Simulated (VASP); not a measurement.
# Zr8O15 (a cell with a defect) in VASP: relaxation of the atoms with PBE

Aim: the relaxation of the atoms of Zr8O15 (a cell with a defect) with PBE.

Program: VASP 6.6.1. These are calculated values, not measurements. Logs are shortened: lines on timing, memory, paths and dates and some standing lists are left out, and cuts for length are marked.

## 1. The cell of the first run

The cell holds a defect, 23 atoms: a = 7.235 Å, b = 7.235 Å, c = 7.235 Å, α = 60.00°, β = 60.00°, γ = 60.00°.

## 2. Relaxation of the atoms, PBE (atoms taken out)

The input, INCAR:

```
  PREC = Accurate
  ENCUT = 520
  EDIFF = 1E-7
  ISMEAR = 0
  SIGMA = 0.01
  LREAL = False
  LASPH = True
  NELM = 120
  ALGO = Normal
  ISIF = 2
  LWAVE = False
  LCHARG = False
  GGA = PE
  IBRION = 2
  NSW = 65
  EDIFFG = -0.025
  NELECT = 184.0
  GGA_COMPAT = False
  NELMIN = 4
  KPAR = 2
  NCORE = 2
```

The input, KPOINTS:

```
regular mesh
0
Gamma
  2 2 2
```

The input, POSCAR:

```
Zr8O15
1.0
   -5.1158283606      5.1158283606      0.0000000000
   -5.1158283606      0.0000000000      5.1158283606
    0.0000000000      5.1158283606      5.1158283606
Zr O
8 15
Direct
    1.0054446082      1.0018976615      0.5029144369
    0.4960054617      1.0008317716      0.5051842352
    1.0068529783      0.4839814969      0.5022318209
    1.0026549143      1.0064617983     -0.0052256639
    0.5000126618      0.5033352102      0.4936838091
    0.4987642071      0.9977680707      0.0001849095
    0.9924198748      0.5033902913      0.0011228721
    0.4987487748      0.5036535870      0.0001669363
    0.3958487537      0.8528764360      0.3960376299
    0.8567961871      0.3929964360      0.3576741087
    0.8950025675      0.8526553630      0.8968841418
    0.3958350441      0.3556115956      0.3960554118
    0.3555858861      0.8942619900      0.8563961094
    0.8950047997      0.3558342290      0.8968642214
    0.3515149190      0.3979478018      0.8530856729
    0.6049056501      0.6445569984      0.1063497838
    0.1361716704      0.6245305204      0.1542902949
    0.6066762716      0.1400731913      0.1117413231
    0.6511522273      0.6216314435      0.6421372762
    0.1350716872      0.0842054504      0.1595488606
    0.0883888983      0.6570001907      0.5897195662
    0.6556600796      0.0896794855      0.6393011575
    0.1103360373      0.1392402463      0.6115508335
```

Potentials or basis: VASP PAW PBE potentials, release 64 (Zr_sv, O).

Command:

```
$ cat potpaw_PBE.64/Zr_sv/POTCAR potpaw_PBE.64/O/POTCAR > POTCAR
$ mpirun -np 4 vasp_std > vasp.out
```

OUTCAR:

```text
PREC = Accurate
   ENCUT = 520
   EDIFF = 1E-7
   ISMEAR = 0
   LREAL = False
   LASPH = True
   NELM = 120
   ISIF = 2
   GGA = PE
   IBRION = 2
   NSW = 65
   EDIFFG = -0.025
   NELECT = 184.0
   NELMIN = 4

 ion  position               nearest neighbor table
   1  0.005  0.002  0.503-  20 2.04  21 2.07  22 2.07  23 2.08   9 2.31  10 2.32  11 2.33   3 3.49
                             2 3.55   4 3.57   5 3.59   6 3.60   7 3.61   7 3.63   6 3.63   5 3.64
   2  0.496  0.001  0.505-  13 2.08  12 2.10   9 2.12  19 2.25  22 2.28  23 2.28  18 2.33   3 3.52
                             1 3.55   4 3.56   6 3.58   8 3.59   5 3.61   5 3.63   8 3.65   6 3.65
   3  0.007  0.484  0.502-  23 2.04  21 2.05  17 2.07  19 2.12  10 2.29  12 2.30  14 2.34   1 3.49
                             4 3.51   2 3.52   8 3.60   5 3.61   7 3.61   7 3.63   5 3.63   8 3.64
   4  0.003  0.006  0.995-  14 2.07  13 2.09  11 2.13  20 2.24  23 2.27  17 2.27  18 2.34   3 3.51
                             2 3.56   1 3.57   6 3.58   7 3.58   8 3.61   8 3.62   7 3.65   6 3.66
   5  0.500  0.503  0.494-  12 2.07   9 2.07  10 2.11  15 2.13  16 2.29  21 2.45  22 2.45  19 2.47
                             7 3.56   6 3.57   8 3.57   1 3.59   3 3.61   2 3.61   2 3.63   3 3.63
   6  0.499  0.998  0.000-  16 2.09  18 2.14  22 2.15  20 2.16  13 2.31   9 2.35  11 2.35  15 2.37
                             5 3.57   7 3.57   8 3.57   4 3.58   2 3.58   1 3.60   1 3.63   2 3.65
   7  0.992  0.503  0.001-  14 2.07  11 2.07  10 2.11  15 2.13  16 2.29  21 2.44  17 2.47  20 2.48
                             5 3.56   6 3.57   8 3.57   4 3.58   1 3.61   3 3.61   3 3.63   1 3.63
   8  0.499  0.504  0.000-  16 2.09  19 2.13  18 2.15  17 2.16  13 2.31  12 2.35  14 2.35  15 2.37
                             5 3.57   7 3.57   6 3.57   2 3.59   3 3.60   4 3.61   4 3.62   3 3.64
   9  0.396  0.853  0.396-   5 2.07   2 2.12   1 2.31   6 2.35
  10  0.857  0.393  0.358-   7 2.11   5 2.11   3 2.29   1 2.32
  11  0.895  0.853  0.897-   7 2.07   4 2.13   1 2.33   6 2.35
  12  0.396  0.356  0.396-   5 2.07   2 2.10   3 2.30   8 2.35
  13  0.356  0.894  0.856-   2 2.08   4 2.09   6 2.31   8 2.31
  14  0.895  0.356  0.897-   4 2.07   7 2.07   3 2.34   8 2.35
  15  0.352  0.398  0.853-   7 2.13   5 2.13   8 2.37   6 2.37
  16  0.605  0.645  0.106-   6 2.09   8 2.09   5 2.29   7 2.29
  17  0.136  0.625  0.154-   3 2.07   8 2.16   4 2.27   7 2.47
  18  0.607  0.140  0.112-   6 2.14   8 2.15   2 2.33   4 2.34
  19  0.651  0.622  0.642-   3 2.12   8 2.13   2 2.25   5 2.47
  20  0.135  0.084  0.160-   1 2.04   6 2.16   4 2.24   7 2.48
  21  0.088  0.657  0.590-   3 2.05   1 2.07   7 2.44   5 2.45
  22  0.656  0.090  0.639-   1 2.07   6 2.15   2 2.28   5 2.45
  23  0.110  0.139  0.612-   3 2.04   1 2.08   4 2.27   2 2.28

  LATTYP: Found a face centered cubic cell.
 ALAT       =    10.2316567212

  Lattice vectors:

 A1 = (  -5.1158283606,   5.1158283606,   0.0000000000)
 A2 = (  -5.1158283606,   0.0000000000,   5.1158283606)
 A3 = (   0.0000000000,   5.1158283606,   5.1158283606)

Analysis of symmetry for initial positions (statically):
=====================================================================
 Subroutine PRICEL returns:
 Original cell was already a primitive cell.

 Routine SETGRP: Setting up the symmetry group for a
 face centered cubic supercell.

 Subroutine GETGRP returns: Found  1 space group operations
 (whereof  1 operations were pure point group operations)
 out of a pool of 48 trial point group operations.

The static configuration has the point symmetry C_1 .

Analysis of symmetry for dynamics (positions and initial velocities):
=====================================================================
 Subroutine PRICEL returns:
 Original cell was already a primitive cell.

 Routine SETGRP: Setting up the symmetry group for a
 face centered cubic supercell.

 Subroutine GETGRP returns: Found  1 space group operations
 (whereof  1 operations were pure point group operations)
 out of a pool of 48 trial point group operations.

The dynamic configuration has the point symmetry C_1 .

 Subroutine INISYM returns: Found  1 space group operations
 (whereof  1 operations are pure point group operations),
 and found     1 'primitive' translations

----------------------------------------------------------------------------------------

                                     Primitive cell

  volume of cell :     267.7798

[... 85 lines left out ...]
 Following reciprocal coordinates:
            Coordinates               Weight
  0.000000  0.000000  0.000000      1.000000
  0.500000  0.000000  0.000000      1.000000
  0.000000  0.500000  0.000000      1.000000
  0.000000  0.000000  0.500000      1.000000
  0.500000  0.500000  0.500000      1.000000
  0.500000  0.500000  0.000000      1.000000
  0.000000  0.500000  0.500000      1.000000
  0.500000  0.000000  0.500000      1.000000
   k-points           NKPTS =      8   k-points in BZ     NKDIM =      8   number of bands    NBANDS=    110
   number of dos      NEDOS =    301   number of ions     NIONS =     23
   total plane-waves  NPLWV = 157464
   dimension x,y,z NGX =    54 NGY =   54 NGZ =   54
   dimension x,y,z NGXF=   108 NGYF=  108 NGZF=  108
   ions per type =               8  15
   NGX,Y,Z   is equivalent  to a cutoff of  12.41, 12.41, 12.41 a.u.
   NGXF,Y,Z  is equivalent  to a cutoff of  24.82, 24.82, 24.82 a.u.
 SYSTEM =  unknown system
   PREC   = accura    normal or accurate (medium, high low for compatibility)
   ISTART =      0    job   : 0-new  1-cont  2-samecut
   ICHARG =      2    charge: 1-file 2-atom 10-const
   ISPIN  =      1    spin polarized calculation?
   LNONCOLLINEAR =      F non collinear calculations
   LSORBIT =      F    spin-orbit coupling
   LASPH  =      T    aspherical Exc in radial PAW
   ENCUT  =  520.0 eV  38.22 Ry    6.18 a.u.  13.45 13.45 13.45*2*pi/ulx,y,z
   NELM   =    120;   NELMIN=  4; NELMDL= -5     # of ELM steps
   EDIFF  = 0.1E-06   stopping-criterion for ELM
   LREAL  =      F    real-space projection
   EDIFFG = -.3E-01   stopping-criterion for IOM
   NSW    =     65    number of steps for IOM
   IBRION =      2    ionic relax: 0-MD 1-quasi-New 2-CG
   NFREE  =      1    steps in history (QN), initial steepest desc. (CG)
   ISIF   =      2    stress and relaxation
   ISYM   =      2    0-nonsym 1-usesym 2-fastsym
   POTIM  = 0.5000    time-step for ionic-motion
   TEBEG  =    0.0;   TEEND  =   0.0 temperature during run
   PSTRESS=    0.0 pullay stress
   NELECT =     184.0000    total number of electrons
   NUPDOWN=      -1.0000    fix difference up-down
   EMIN   =  10.00;   EMAX   =-10.00  energy-range for DOS
   EFERMI =   0.00;   METHOD = LEGACY
   ISMEAR =     0;   SIGMA  =   0.01  broadening in eV -4-tet -1-fermi 0-gaus
   EFERMI_NEDOS =   21; number of points for ismear=-14 and -15
   IALGO  =     38    algorithm
   IMIX   =      4    mixing-type and parameters
     AMIX     =   0.40;   BMIX     =  1.00
     AMIX_MAG =   1.60;   BMIX_MAG =  1.00
  volume/ion in A,a.u.               =      11.64        78.57
  Fermi-wavevector in a.u.,A,eV,Ry     =   1.444624  2.729943 28.394520  2.086938
  Thomas-Fermi vector in A             =   2.562898
   LORBIT       =      0    0 simple, 1 ext, 2 COOP (PROOUT), +10 PAW based schemes
   GGA     = PE    functional components
   LHFCALC =     F    Hartree Fock is set to
   AEXX    =    0.0000 exact exchange contribution
   IVDW    =     0    specifies the selected vdW correction
   LEPSILON=     F    determine dielectric tensor
   LRPA    =     F    only Hartree local field effects (RPA)
 conjugate gradient relaxation of ions
 non-spin polarized calculation
 Gauss-broadening in eV      SIGMA  =   0.01
  energy-cutoff  :      520.00
  volume of cell :      267.78
 maximum number of plane-waves:      7239
 NGX is ok and might be reduce to    54
   NGX = 27   NGY = 27   NGZ = 27

--------------------------------------- Ionic step        1  -------------------------------------------

 number of electron     184.0000003 magnetization

 Free energy of the ion-electron system (eV)
  ---------------------------------------------------
  ext. energy  EPLUGINS =         0.00000000
  ---------------------------------------------------
  free energy    TOTEN  =      -236.73958129 eV

  energy without entropy =     -236.73958129  energy(sigma->0) =     -236.73958129

------------------------ aborting loop because EDIFF is reached ----------------------------------------

  FORCE on cell =-STRESS in cart. coord.  units (eV):
  Direction    XX          YY          ZZ          XY          YZ          ZX
  --------------------------------------------------------------------------------------
  -------------------------------------------------------------------------------------
  Total      -21.3371114    -14.7357788    -21.3763491      0.9062687      0.2763178     -1.9963278
  in kB     -127.6639615    -88.1669435   -127.8987276      5.4223765      1.6532612    -11.9444057
  external PRESSURE =    -114.5765442 kB  Pullay stress =       0.0000000 kB
[... 152 lines left out ...]
  FREE ENERGIE OF THE ION-ELECTRON SYSTEM (eV)
  ---------------------------------------------------
  free  energy   TOTEN  =      -237.1702726050 eV

  energy  without entropy=     -237.1702726050  energy(sigma->0) =     -237.17027261

[... ionic steps 4 to 19 ...]

--------------------------------------- Ionic step       20  -------------------------------------------

 number of electron     183.9999993 magnetization

------------------------ aborting loop because EDIFF is reached ----------------------------------------
[... 109 lines left out ...]
--------------------------------------- Ionic step       22  -------------------------------------------

 number of electron     183.9999993 magnetization

 Free energy of the ion-electron system (eV)
  ---------------------------------------------------
  ext. energy  EPLUGINS =         0.00000000
  ---------------------------------------------------
  free energy    TOTEN  =      -237.42560871 eV

  energy without entropy =     -237.42560871  energy(sigma->0) =     -237.42560871

 E-fermi :   6.6695     XC(G=0): -11.4152

 val. band max:        6.5696756926   @ k =   0.5000   0.0000   0.5000
 cond. band min:      10.1972701556   @ k =   0.0000   0.5000   0.5000
 fundamental gap:      3.6275944630
 Fermi energy:         6.6695085961

 k-point     1 :       0.0000    0.0000    0.0000
  band No.  band energies     occupation
      1     -41.5628      2.00000
      2     -41.5469      2.00000
      3     -41.3935      2.00000
      4     -41.3800      2.00000
      5     -41.0449      2.00000
      6     -41.0249      2.00000
[... 845 lines left out ...]
    103      11.2951      0.00000
    104      11.4854      0.00000
 [bands above 104 left out]

------------------------ aborting loop because EDIFF is reached ----------------------------------------

  FORCE on cell =-STRESS in cart. coord.  units (eV):
  Direction    XX          YY          ZZ          XY          YZ          ZX
  --------------------------------------------------------------------------------------
  -------------------------------------------------------------------------------------
  Total      -22.3044971    -20.4252936    -22.3121337     -0.0083507      0.0149481     -1.7201764
  in kB     -133.4520126   -122.2083837   -133.4977036     -0.0499640      0.0894374    -10.2921395
  external PRESSURE =    -129.7193666 kB  Pullay stress =       0.0000000 kB
[... 38 lines left out ...]
  FREE ENERGIE OF THE ION-ELECTRON SYSTEM (eV)
  ---------------------------------------------------
  free  energy   TOTEN  =      -237.4256087070 eV

  energy  without entropy=     -237.4256087070  energy(sigma->0) =     -237.42560871

 reached required accuracy - stopping structural energy minimisation
```

Run time: 15 min. Hardware: 4 MPI ranks of AMD EPYC 7R13 (Zen 3), shared host; peak memory 0.31 GiB.

Results:

```
Free energy                  : -237.4256 eV
Energy gained by relaxing    : 29.8 meV/atom
Ionic steps                  : 22
Largest force after relaxing : 0.018 eV/Å
```

Forces on the atoms (eV/Å):
```
Zr  -0.001 -0.011  0.005
Zr   0.002  0.012 -0.006
Zr   0.005 -0.015  0.004
Zr   0.002  0.007  0.000
Zr  -0.003 -0.005  0.005
Zr   0.010  0.003 -0.013
Zr   0.000 -0.006  0.001
Zr  -0.013 -0.001  0.008
O   -0.003  0.000 -0.004
O   -0.003  0.010  0.001
O    0.004  0.001  0.004
O   -0.002  0.000 -0.003
O    0.001  0.018  0.000
O    0.004  0.004  0.003
O    0.004  0.009 -0.004
O    0.000  0.006  0.002
O    0.003 -0.011 -0.002
O   -0.002  0.008 -0.001
O   -0.002 -0.013 -0.002
O   -0.001 -0.015  0.003
O    0.000  0.000 -0.001
O   -0.003 -0.017  0.002
O   -0.002  0.015 -0.001
```

Step by step:
```tsv
step	energy change (eV)	largest force (eV/Å)	pressure (GPa)
1	0.0000	2.3743	-11.46
2	-0.3819	1.7409	-10.23
3	-0.4307	0.8714	-10.65
4	-0.5349	0.4385	-10.87
5	-0.5364	0.4639	-10.88
6	-0.5984	0.3427	-11.22
7	-0.6046	0.4393	-11.32
8	-0.6366	0.2320	-11.64
9	-0.6371	0.2708	-11.67
10	-0.6556	0.1966	-12.01
11	-0.6606	0.2418	-12.26
12	-0.6735	0.1395	-12.48
13	-0.6745	0.1418	-12.55
14	-0.6807	0.1132	-12.71
15	-0.6814	0.1400	-12.78
16	-0.6841	0.0521	-12.89
17	-0.6841	0.0592	-12.90
18	-0.6852	0.0424	-12.93
19	-0.6852	0.0541	-12.94
20	-0.6858	0.0302	-12.96
21	-0.6858	0.0300	-12.96
22	-0.6860	0.0176	-12.97
```

Final structure:
```
Zr O
1.0
    -5.11583    5.11583    0.00000
    -5.11583    0.00000    5.11583
     0.00000    5.11583    5.11583
Zr O
8 15
Direct
  0.00517 0.00318 0.50653
  0.48143 0.00512 0.50890
  0.00521 0.48545 0.50656
  0.00743 0.00510 0.98290
  0.50180 0.50345 0.49163
  0.50176 0.99217 0.00343
  0.99022 0.50366 0.00295
  0.50189 0.50296 0.00332
  0.38664 0.86146 0.38608
  0.86451 0.38524 0.36580
  0.88462 0.86150 0.88805
  0.38617 0.36629 0.38659
  0.36665 0.88322 0.86803
  0.88509 0.36633 0.88761
  0.36480 0.38463 0.86631
  0.61427 0.63503 0.11575
  0.11587 0.64134 0.15620
  0.63454 0.11525 0.13603
  0.65470 0.64112 0.61740
  0.11558 0.08719 0.15642
  0.09231 0.65724 0.59386
  0.65503 0.08727 0.61692
  0.11916 0.13020 0.62064
```

Caveat: the k points lie up to 0.53 Å⁻¹ apart; the cell carries a net charge on a neutralising background, which shifts energy and pressure; the cell differs from its parent crystal (atoms taken out); the cell is charged against a uniform background, so pressure and absolute levels hang on convention.
